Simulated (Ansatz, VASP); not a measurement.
One calculation of Cu, two programs

Contents of INCAR:

```
  ALGO = Fast
  EDIFF = 1E-7
  ENCUT = 520
  GGA = PE
  ISIF = 2
  ISMEAR = 0
  LASPH = T
  LCHARG = F
  LREAL = F
  LWAVE = F
  NBANDS = 12
  NELM = 60
  PREC = Accurate
  SIGMA = 0.15
```

KPOINTS

```
k-points
0
Gamma
  22 22 22
```

POSCAR

```
Cu
1.0
    0.0000000000      1.7059185000      1.8075000000
    1.9090815000      0.0000000000      1.8075000000
    1.9090815000      1.7059185000      0.0000000000
Cu
1
Direct
    0.0000000000      0.0000000000      0.0000000000
```

Input for Ansatz:

```yaml
crystal:
  lattice:
    - [0.0, 1.7059185, 1.8075]
    - [1.9090815, 0.0, 1.8075]
    - [1.9090815, 1.7059185, 0.0]
  atoms:
    - { symbol: Cu, position: [0.0, 0.0, 0.0] }
basis:
  ecutwfc: 420
kpoints:
  mp_grid: { grid: [22, 22, 22] }
hamiltonian:
  xc: pbe
scf:
  occupations: { method: gaussian, width: 0.15 }
output:
  forces: true
  stress: true
  eigenvalues: true
```

Change from the starting cell: strain +0.0562 x Voigt [1, -1, 0, 0, 0, 0], atoms carried along.

Alike in both runs: task single point; functional PBE; k mesh 22 × 22 × 22; occupations gaussian, width 0.15 eV; no spin polarisation.

|  | VASP | Ansatz |
| --- | --- | --- |
| version | VASP 6.6.1 | Ansatz 0.2.0 |
| potentials or method | VASP PAW PBE potentials, release 64 (Cu), cutoff 520 eV | scalar-relativistic, plane waves, PAW |
| valence electrons in the cell | 11 | 19 |

|  | VASP | Ansatz | Ansatz less VASP |
| --- | --- | --- | --- |
| gap on the k mesh at the Fermi level (eV) | none | none | - |
| pressure (GPa) | 3.3 | 2.6 | -0.74 |
| traceless stress, the component that is largest in VASP (GPa) | -4.02 | -4.05 | -0.034 |

A gap of «none» marks a metal or a gap that the smearing closes. VASP's potentials hold 11 valence electrons a cell and Ansatz's 19, so a difference there can come from the potentials and not from the codes.
